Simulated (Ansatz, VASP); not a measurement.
One calculation of GaB3As4, two programs

Contents of INCAR:

```
ALGO = Normal
EDIFF = 1E-6
ENCUT = 520
GGA = PE
ISIF = 2
ISMEAR = 0
LASPH = True
LCHARG = False
LREAL = False
LWAVE = False
NBANDS = 31
NELM = 80
PREC = Accurate
SIGMA = 0.1
```

Contents of KPOINTS:

```
k-points
0
Gamma
  4 4 4
```

Contents of POSCAR:

```
GaB3As4
1.0
    5.1574457000      0.0000000000      0.0000000000
    0.0000000000      5.1574457000      0.0000000000
    0.0000000000      0.0000000000      5.1574457000
Ga B As
1 3 4
Direct
    0.5000000000      0.5000000000      0.5000000000
    0.5000000000      0.0000000000      0.0000000000
    0.0000000000      0.0000000000      0.5000000000
    0.0000000000      0.5000000000      0.0000000000
    0.7500000000      0.2500000000      0.7500000000
    0.7500000000      0.7500000000      0.2500000000
    0.2500000000      0.2500000000      0.2500000000
    0.2500000000      0.7500000000      0.7500000000
```

Input for Ansatz:

```yaml
crystal:
  lattice:
    - [5.1574457, 0.0, 0.0]
    - [0.0, 5.1574457, 0.0]
    - [0.0, 0.0, 5.1574457]
  atoms:
    - { symbol: Ga, position: [0.5, 0.5, 0.5] }
    - { symbol: B, position: [0.5, 0.0, 0.0] }
    - { symbol: B, position: [0.0, 0.0, 0.5] }
    - { symbol: B, position: [0.0, 0.5, 0.0] }
    - { symbol: As, position: [0.75, 0.25, 0.75] }
    - { symbol: As, position: [0.75, 0.75, 0.25] }
    - { symbol: As, position: [0.25, 0.25, 0.25] }
    - { symbol: As, position: [0.25, 0.75, 0.75] }
basis:
  ecutwfc: 420
kpoints:
  mp_grid: { grid: [4, 4, 4] }
hamiltonian:
  xc: pbe
scf:
  occupations: { method: gaussian, width: 0.1 }
  lower_state_search: "off"
output:
  forces: true
  stress: true
  eigenvalues: true
```

Alike in both runs: task single point; functional PBE; k mesh 4 × 4 × 4; occupations gaussian, width 0.1 eV; no spin polarisation.

```csv
,VASP,Ansatz
version,VASP 6.6.1,Ansatz 0.2.0
potentials or method,"VASP PAW PBE potentials, release 64 (Ga_d, B, As), cutoff 520 eV","scalar-relativistic, plane waves, PAW"
valence electrons in the cell,42,82
```

Ansatz gave:

| Quantity | Value |
| --- | --- |
| gap on the k mesh at the Fermi level (eV) | 1.18 |
| least direct gap on the mesh (eV) | 1.26 |
| pressure (GPa) | -2.9 |

Question: Estimate VASP's values.

Answer: gap on the k mesh at the Fermi level (eV): 1.18; least direct gap on the mesh (eV): 1.26; pressure (GPa): -2.6.

VASP's potentials hold 42 valence electrons a cell and Ansatz's 82, so a difference there can come from the potentials and not from the codes.
